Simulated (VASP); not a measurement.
# HfSiO4 (I4_1/amd) in VASP: a series of runs, part 2 of 2

VASP 6.6.1. Earlier steps stand in the parts before.

**4. Single point, r2SCAN (10.13 Å³/atom)**

This run uses another cell than the first one, of 10.13 Å³/atom.

File POSCAR:

```
HfSiO4
1.0
   -3.2236446864      3.2236446864      2.9248174217
    3.2236446864     -3.2236446864      2.9248174217
    3.2236446864      3.2236446864     -2.9248174217
Hf Si O
2 2 8
Direct
    0.7500000000      0.2500000000      0.5000000000
    0.0000000000      0.0000000000      0.0000000000
    0.2500000000      0.7500000000      0.5000000000
    0.5000000000      0.5000000000      0.0000000000
    0.1352530215      0.3198800067      0.8153730148
    0.0698800067      0.7545069919      0.6846269852
    0.5045069919      0.3198800067      0.1846269852
    0.0698800067      0.3852530215      0.3153730148
    0.6147469785      0.9301199933      0.6846269852
    0.6801199933      0.8647469785      0.1846269852
    0.2454930081      0.9301199933      0.3153730148
    0.6801199933      0.4954930081      0.8153730148
```

File INCAR.step1:

```
SYSTEM = HfSiO4
ALGO     = Normal         ! electronic algorithm
EDIFF    = 1E-4           ! SCF threshold, eV
ENCUT    = 520            ! plane-wave cutoff, eV
GGA      = PE             ! functional
ISMEAR   = 0              ! smearing method
LASPH    = .True.         ! aspherical terms in the spheres
LCHARG   = .False.        ! write CHGCAR
LREAL    = .False.        ! projectors in reciprocal space
LWAVE    = .True.         ! write WAVECAR
NBANDS   = 50             ! bands
NELM     = 60             ! most SCF steps
PREC     = Accurate       ! precision mode
SIGMA    = 0.01           ! smearing width, eV
```

File INCAR.step2:

```
SYSTEM = HfSiO4
ALGO     = Normal         ! electronic algorithm
EDIFF    = 1E-6           ! SCF threshold, eV
ENCUT    = 520            ! plane-wave cutoff, eV
ISIF     = 2              ! what is computed and relaxed
ISMEAR   = 0              ! smearing method
ISTART   = 1            
LASPH    = .True.         ! aspherical terms in the spheres
LCHARG   = .False.        ! write CHGCAR
LMIXTAU  = .True.       
LREAL    = .False.        ! projectors in reciprocal space
LWAVE    = .False.        ! write WAVECAR
METAGGA  = R2SCAN         ! meta-GGA
NBANDS   = 50             ! bands
NELM     = 60             ! most SCF steps
PREC     = Accurate       ! precision mode
SIGMA    = 0.01           ! smearing width, eV
```

File KPOINTS:

```
k-points
0
Gamma
  6 6 6
  0 0 0
```

Potentials or basis: VASP PAW PBE potentials, release 64 (Hf_pv, Si, O).

The run is started by

```console
> cat potpaw_PBE.64/Hf_pv/POTCAR potpaw_PBE.64/Si/POTCAR potpaw_PBE.64/O/POTCAR > POTCAR
> cp INCAR.step1 INCAR
> mpirun -np 1 vasp_std > vasp.out
> cp INCAR.step2 INCAR
> mpirun -np 1 vasp_std > vasp.out
```

OUTCAR:

```text
SYSTEM = HfSiO4
   EDIFF = 1E-6
   ENCUT = 520
   ISIF = 2
   ISMEAR = 0
   ISTART = 1
   LASPH = .True.
   LREAL = .False.
   METAGGA = R2SCAN
   NELM = 60
   PREC = Accurate

 ion  position               nearest neighbor table
   1  0.750  0.250  0.500-  10 2.07   7 2.07   5 2.07  12 2.07   8 2.22   6 2.22   9 2.22  11 2.22
                             3 2.92   3 2.92   2 3.54   2 3.54   2 3.54   2 3.54
   2  0.000  0.000  0.000-   9 2.07   6 2.07   8 2.07  11 2.07   5 2.22  10 2.22   7 2.22  12 2.22
                             4 2.92   4 2.92   1 3.54   1 3.54   1 3.54   1 3.54
   3  0.250  0.750  0.500-  11 1.59   8 1.59   9 1.59   6 1.59   1 2.92   1 2.92
   4  0.500  0.500  0.000-  12 1.59   5 1.59  10 1.59   7 1.59   2 2.92   2 2.92
   5  0.135  0.320  0.815-   4 1.59   1 2.07   2 2.22
   6  0.070  0.755  0.685-   3 1.59   2 2.07   1 2.22
   7  0.505  0.320  0.185-   4 1.59   1 2.07   2 2.22
   8  0.070  0.385  0.315-   3 1.59   2 2.07   1 2.22
   9  0.615  0.930  0.685-   3 1.59   2 2.07   1 2.22
  10  0.680  0.865  0.185-   4 1.59   1 2.07   2 2.22
  11  0.245  0.930  0.315-   3 1.59   2 2.07   1 2.22
  12  0.680  0.495  0.815-   4 1.59   1 2.07   2 2.22

  LATTYP: Found a body centered tetragonal cell.
 ALAT       =     6.4472893728
 C/A-ratio  =     0.9073014263

  Lattice vectors:

 A1 = (  -3.2236446864,   3.2236446864,   2.9248174217)
 A2 = (   3.2236446864,  -3.2236446864,   2.9248174217)
 A3 = (   3.2236446864,   3.2236446864,  -2.9248174217)

Analysis of symmetry for initial positions (statically):
=====================================================================
 Subroutine PRICEL returns:
 Original cell was already a primitive cell.

 Routine SETGRP: Setting up the symmetry group for a
 body centered tetragonal supercell.

 Subroutine GETGRP returns: Found 16 space group operations
 (whereof  8 operations were pure point group operations)
 out of a pool of 16 trial point group operations.

[... 164 lines left out ...]
   IVDW    =     0    specifies the selected vdW correction
   LEPSILON=     F    determine dielectric tensor
   LRPA    =     F    only Hartree local field effects (RPA)
 non-spin polarized calculation
 Gauss-broadening in eV      SIGMA  =   0.01
  energy-cutoff  :      520.00
  volume of cell :      121.58
 maximum number of plane-waves:      3290
   NGX = 21   NGY = 21   NGZ = 21

 number of electron      75.9999977 magnetization

 Free energy of the ion-electron system (eV)
  ---------------------------------------------------
  ext. energy  EPLUGINS =         0.00000000
  ---------------------------------------------------
  free energy    TOTEN  =      -197.30685148 eV

  energy without entropy =     -197.30685148  energy(sigma->0) =     -197.30685148

 E-fermi :   3.4658     XC(G=0): -12.0407

 val. band max:        3.3610999770   @ k =   0.0000   0.0000   0.0000
 cond. band min:       9.6443903173   @ k =   0.3333   0.3333   0.1667
 fundamental gap:      6.2832903403
 Fermi energy:         3.4658123294

 k-point     1 :       0.0000    0.0000    0.0000
  band No.  band energies     occupation
      1     -26.6089      2.00000
      2     -26.6089      2.00000
      3     -26.5216      2.00000
      4     -26.4932      2.00000
      5     -26.3650      2.00000
      6     -26.3650      2.00000
[... 1261 lines left out ...]
     49      13.5819      0.00000
     50      14.2651      0.00000

 [... further k-points ...]

------------------------ aborting loop because EDIFF is reached ----------------------------------------

  FORCE on cell =-STRESS in cart. coord.  units (eV):
  Direction    XX          YY          ZZ          XY          YZ          ZX
  --------------------------------------------------------------------------------------
  -------------------------------------------------------------------------------------
  Total       11.2269698     11.2269698     13.8869300      0.0000000     -0.0000000      0.0000000
  in kB      147.9517308    147.9517308    183.0053317      0.0000000     -0.0000000      0.0000000
  external PRESSURE =     159.6362644 kB  Pullay stress =       0.0000000 kB

 VOLUME and BASIS-vectors are now :
 -----------------------------------------------------------------------------
  energy-cutoff  :      520.00
  volume of cell :      121.58
      direct lattice vectors                 reciprocal lattice vectors
    -3.223644686  3.223644686  2.924817422     0.000000000  0.155103942  0.170950842
     3.223644686 -3.223644686  2.924817422     0.155103942  0.000000000  0.170950842
     3.223644686  3.223644686 -2.924817422     0.155103942  0.155103942  0.000000000

 POSITION                                       TOTAL-FORCE (eV/Angst)
 -----------------------------------------------------------------------------------
      0.00000      3.22364      1.46241        -0.000000     -0.000000      0.000000
      0.00000      0.00000      0.00000         0.000000     -0.000000      0.000000
      3.22364      0.00000      1.46241         0.000000     -0.000000      0.000000
      0.00000      0.00000      2.92482        -0.000000     -0.000000      0.000000
      3.22364      2.03330     -1.05364        -0.000000     -0.694584     -0.407378
      4.41399     -0.00000      0.40877         0.694584     -0.000000     -0.407378
     -0.00000      1.19034      1.87118        -0.000000      0.694584     -0.407378
      2.03330      0.00000      0.40877        -0.694584      0.000000     -0.407378
      3.22364      1.19034      2.51604         0.000000      0.694584      0.407378
      1.19034     -0.00000      3.97845         0.694584     -0.000000      0.407378
      3.22364     -1.19034      2.51604         0.000000     -0.694584      0.407378
      2.03330      3.22364      1.05364        -0.694584      0.000000      0.407378
 -----------------------------------------------------------------------------------
    total drift:                                0.000000      0.000000      0.000000

  FREE ENERGIE OF THE ION-ELECTRON SYSTEM (eV)
  ---------------------------------------------------
  free  energy   TOTEN  =      -197.3068514817 eV

  energy  without entropy=     -197.3068514817  energy(sigma->0) =     -197.30685148
```

OUTCAR.step1:

```text
SYSTEM = HfSiO4
   EDIFF = 1E-4
   ENCUT = 520
   GGA = PE
   ISMEAR = 0
[... 1537 lines left out ...]
      3.22364      1.19034      2.51604        -0.000000      0.892908      0.572062
      1.19034     -0.00000      3.97845         0.892908      0.000000      0.572062
      3.22364     -1.19034      2.51604        -0.000000     -0.892908      0.572062
      2.03330      3.22364      1.05364        -0.892908      0.000000      0.572062
 -----------------------------------------------------------------------------------
    total drift:                                0.000000      0.000000      0.000000

  FREE ENERGIE OF THE ION-ELECTRON SYSTEM (eV)
  ---------------------------------------------------
  free  energy   TOTEN  =      -107.9672880626 eV

  energy  without entropy=     -107.9672880626  energy(sigma->0) =     -107.96728806
```

It took 5.7 min on 1 thread of Intel Xeon 6975P-C (Granite Rapids), shared host; peak memory 0.35 GiB.

Results:

```
Free energy            : -197.3069 eV
Pressure               : 16.0 GPa
Largest force          : 0.805 eV/Å
Band gap on the k mesh : 6.28 eV (least direct gap 6.68 eV)
```

Forces in eV/Å, atoms in the order of the input:
```
Hf   0.000  0.000  0.000
Hf   0.000  0.000  0.000
Si   0.000  0.000  0.000
Si   0.000  0.000  0.000
O    0.000 -0.695 -0.407
O    0.695  0.000 -0.407
O    0.000  0.695 -0.407
O   -0.695  0.000 -0.407
O    0.000  0.695  0.407
O    0.695  0.000  0.407
O    0.000 -0.695  0.407
O   -0.695  0.000  0.407
```

Levels at points of the mesh, in eV from the valence-band top:
| k point | band 34 | band 35 | band 36 | band 37 | band 38 | band 39 | band 40 | band 41 | band 42 | band 43 |
| --- | --- | --- | --- | --- | --- | --- | --- | --- | --- | --- |
| (0.00, 0.00, 0.00) | -0.67 | -0.63 | -0.57 | -0.57 | 0.00 | 6.71 | 6.98 | 7.24 | 7.24 | 7.50 |
| (0.50, 0.00, 0.00) | -1.22 | -0.99 | -0.92 | -0.30 | -0.16 | 6.57 | 6.74 | 7.61 | 7.79 | 7.96 |
| (0.50, 0.50, 0.00) | -1.06 | -1.01 | -1.01 | -0.66 | -0.66 | 6.29 | 6.29 | 7.53 | 7.53 | 7.58 |
| (0.50, 0.50, 0.50) | -1.51 | -1.20 | -1.20 | -0.85 | -0.85 | 7.22 | 7.22 | 7.78 | 7.78 | 7.82 |

Caveat: the cell stands under pressure; the PAW data sets were made with another functional, which shifts forces and pressure a little; spin-orbit coupling is left out, which moves the levels of the heavy elements.

**5. Overview**

| level | cell | gap on the mesh (eV) | pressure (GPa) | largest force (eV/Å) |
| --- | --- | --- | --- | --- |
| PBE | a = 5.634 Å, angles 106.9, 106.9, 114.8°, 12 atoms | 5.12 | -7.9 | 0.10 |
| PBE | a = 5.688 Å, angles 106.9, 106.9, 114.8°, 12 atoms | 4.97 | -13.3 | 0.31 |
| r2SCAN | a = 5.416 Å, angles 107.0, 107.0, 114.6°, 12 atoms | 6.28 | 16.0 | 0.81 |

Alike in all rows: task single point; potentials or basis VASP PAW PBE potentials, release 64 (Hf_pv, Si, O); no spin polarisation; k mesh 6 × 6 × 6; cutoff (eV) 520; smearing gaussian 0.01 eV.

Caveats: spin-orbit coupling is left out, which moves the levels of the heavy elements; the cell stands under tension (at least some runs); the cell stands under pressure (at least some runs); the PAW data sets were made with another functional, which shifts forces and pressure a little (at least some runs).

Absolute energies hang on the potentials; compare differences alone.
